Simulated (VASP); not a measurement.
Here is a VASP 6.6.1 calculation.

The input INCAR:

```
ALGO = Normal
EDIFF = 1E-7
EDIFFG = -0.005
ENCUT = 600
GGA = PS
GGA_COMPAT = False
IBRION = 2
ISIF = 3
ISMEAR = 0
LASPH = True
LCHARG = False
LREAL = False
LWAVE = False
NELM = 120
NELMIN = 4
NSW = 80
PREC = Accurate
SIGMA = 0.01
```

File KPOINTS:

```
k-points
0
Gamma
  8 8 8
```

POSCAR

```
GaN
1.0
    0.0000000000      2.2535000000      2.2535000000
    2.2535000000      0.0000000000      2.2535000000
    2.2535000000      2.2535000000      0.0000000000
Ga N
1 1
Direct
    0.0000000000      0.0000000000      0.0000000000
    0.2500000000      0.2500000000      0.2500000000
```

Potentials or basis: VASP PAW PBE potentials, release 64 (Ga_d, N).

Launch:

```bash
$ cat potpaw_PBE.64/Ga_d/POTCAR potpaw_PBE.64/N/POTCAR > POTCAR
$ mpirun -np 1 vasp_std > vasp.out
```

Estimate the space group after relaxing (to 0.1 Å).

F-43m (No. 216).

Estimate the band gap on the k mesh.

1.74 eV.

What does it give for the relaxed cell?

a = 3.178 Å, b = 3.178 Å, c = 3.178 Å, α = 60.00°, β = 60.00°, γ = 60.00°.

Step by step:
| step | energy change (eV) | largest force (eV/Å) | pressure (GPa) | volume (Å³) |
| --- | --- | --- | --- | --- |
| 1 | 0.0000 | 0.0000 | -1.51 | 22.89 |
| 2 | -0.0001 | 0.0000 | 1.45 | 22.53 |
| 3 | -0.0009 | 0.0000 | -0.17 | 22.71 |
| 4 | -0.0008 | 0.0000 | 0.17 | 22.69 |
| 5 | -0.0009 | 0.0000 | 0.06 | 22.70 |

Caveat: the PAW data sets were made with another functional, which shifts forces and pressure a little.
